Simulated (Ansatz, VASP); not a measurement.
## One calculation of Hg, two programs

```
Hg
1.0
     5.35448    0.00000    0.00000
    -2.67724    4.63712    0.00000
     0.00000    0.00000    3.13152
Hg
3
Direct
  0.00000 0.00000 0.00000
  0.33333 0.66667 0.50000
  0.66667 0.33333 0.50000
```

Alike in both runs: task single point; functional r2SCAN; k mesh 8 × 8 × 11; occupations fermi-dirac, width 0.1 eV; no spin polarisation.

|  | VASP | Ansatz |
| --- | --- | --- |
| version | VASP 6.6.1 | Ansatz 0.2.0 |
| potentials or method | VASP PAW PBE potentials, release 64 (Hg), cutoff 520 eV | plane waves (500 eV) with PAW, scalar-relativistic |
| valence electrons in the cell | 36 | 60 |

|  | VASP | Ansatz | Ansatz less VASP |
| --- | --- | --- | --- |
| pressure (GPa) | 1.2 | 0.9 | -0.29 |

VASP's potentials were made for PBE, not for r2SCAN. The functional is the same, so the differences come from potentials, cutoffs and numerics. VASP's potentials hold 36 valence electrons a cell and Ansatz's 60, so a difference there can come from the potentials and not from the codes.

Neither program's run includes spin-orbit coupling.
